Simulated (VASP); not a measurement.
ScAl7N8, 16 atoms in the cell. Symmetry: Cm, No. 8, monoclinic system. Conventional cell: a = 10.028 Å, b = 6.331 Å, c = 7.429 Å, α = 90.00°, β = 132.36°, γ = 90.00°. Sc (site symmetry m) has 4 N at 1.98 to 2.13 Å within 2.6 Å. Al (site symmetry 1) has 4 N at 1.85 to 2.00 Å within 2.5 Å. Al (site symmetry m) has 4 N at 1.86 to 2.04 Å within 2.5 Å. Al (site symmetry 1) has 4 N at 1.88 to 1.98 Å within 2.5 Å. Within 2.5 Å of Al (site symmetry m) lie 4 N at 1.89 to 1.98 Å. Within 2.5 Å of Al (site symmetry m) lie 4 N at 1.88 to 2.01 Å. N (site symmetry m) has 3 Al at 1.88 Å and 1 Sc at 2.13 Å within 2.5 Å. N (site symmetry m) has 4 Al at 1.91 to 2.04 Å within 2.5 Å.  This cell differs from its parent crystal: atoms displaced along a vibrational mode.

* Program: VASP 6.6.1
* Task: single point
* Functional: PBEsol
* Potentials or basis: VASP PAW PBE potentials, release 64 (Sc_sv, Al, N)
* Cutoff: 520 eV
* k mesh: 6 × 6 × 6
* Occupations: gaussian, width 0.01 eV
* Spin: no spin polarisation
* Dipole correction: no
* Further INCAR settings: LREAL = Auto; ALGO = Normal; EDIFF = 1e-07; NBANDS = 50

Potentials or basis: VASP PAW PBE potentials, release 64 (Sc_sv, Al, N).

Launch:

```sh
$ cat potpaw_PBE.64/Sc_sv/POTCAR potpaw_PBE.64/Al/POTCAR potpaw_PBE.64/N/POTCAR > POTCAR
$ mpirun -np 1 vasp_std > vasp.out
```

Hardware: 1 thread of AMD EPYC 9R45 96-Core Processor (Zen 5), with other jobs on the host.

Task: How long does it take, and how much memory?

Result: Wall time 17 min on 1 thread of AMD EPYC 9R45 96-Core Processor (Zen 5) (shared host), peak memory 0.52 GiB. Counts: scf iterations 16, k points 68.
